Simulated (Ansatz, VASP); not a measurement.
# TiW2C3: VASP beside Ansatz

```
CELL_PARAMETERS angstrom
3.45337 0.00000 0.00000
-1.72668 2.99070 0.00000
0.00000 0.00000 8.45899
ATOMIC_POSITIONS crystal
Ti 0.00000 0.00000 0.50000
W 0.66667 0.33333 0.83333
W 0.33333 0.66667 0.16667
C 0.33333 0.66667 0.66667
C 0.66667 0.33333 0.33333
C 0.00000 0.00000 0.00000
```

Alike in both runs: task relaxation of cell and atoms; functional PBE; k mesh 6 × 6 × 2; occupations gaussian, width 0.1 eV; no spin polarisation.

```csv
,VASP,Ansatz
version,VASP 6.6.1,Ansatz 0.2.0
potentials or method,"VASP PAW PBE potentials, release 64 (Ti_sv, W_sv, C), cutoff 600 eV","scalar-relativistic, plane waves, PAW"
valence electrons in the cell,52,52
```

```csv
,VASP,Ansatz,Ansatz less VASP
"gap on the k mesh at the Fermi level, each at its own relaxed structure (eV)",none,none,-
relaxed volume (Å³/atom),10.37,10.35,-0.021
relaxed length of the cell vector where the two differ most in proportion (Å),3.057,3.054,-0.0024
```

A gap of «none» marks a metal or a gap that the smearing closes.

The k mesh is coarse, so the values compare programs but aren't converged. Spin-orbit coupling is off throughout. Noted on VASP's run: the volume moved by over 15 % at a fixed basis, so the end points are rough.
